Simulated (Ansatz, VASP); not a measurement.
# SnSe2 in VASP and in Ansatz

```
Sn Se
1.0
     4.11331    0.00000    0.00000
    -2.05666    3.56223    0.00000
     0.00000    0.00000    5.86945
Sn Se
1 2
Cartesian
  0.0000 0.0000 2.9347
  0.0000 2.3748 1.2451
  0.0000 2.3748 4.6243
```

Alike in both runs: functional PBE; dispersion D3(BJ); k mesh 12 × 12 × 6; no spin polarisation.

Ansatz relaxed the structure, and its values are those at the end. VASP's run is a single point on that final structure, the one shown.

|  | VASP | Ansatz |
| --- | --- | --- |
| version | VASP 6.6.1 | Ansatz 0.2.0 |
| potentials or method | VASP PAW PBE potentials, release 64 (Sn_d, Se), cutoff 520 eV | scalar-relativistic, plane waves, PAW |
| occupations | gaussian, width 0.01 eV | fixed |
| valence electrons in the cell | 26 | 46 |

```tsv
	VASP	Ansatz	Ansatz less VASP
gap on the k mesh at the Fermi level (eV)	0.67	0.67	0.000
least direct gap on the mesh (eV)	0.95	0.95	+0.003
pressure (GPa)	0.0	0.0	-0.03
```

VASP's potentials hold 26 valence electrons a cell and Ansatz's 46, so a difference there can come from the potentials and not from the codes.
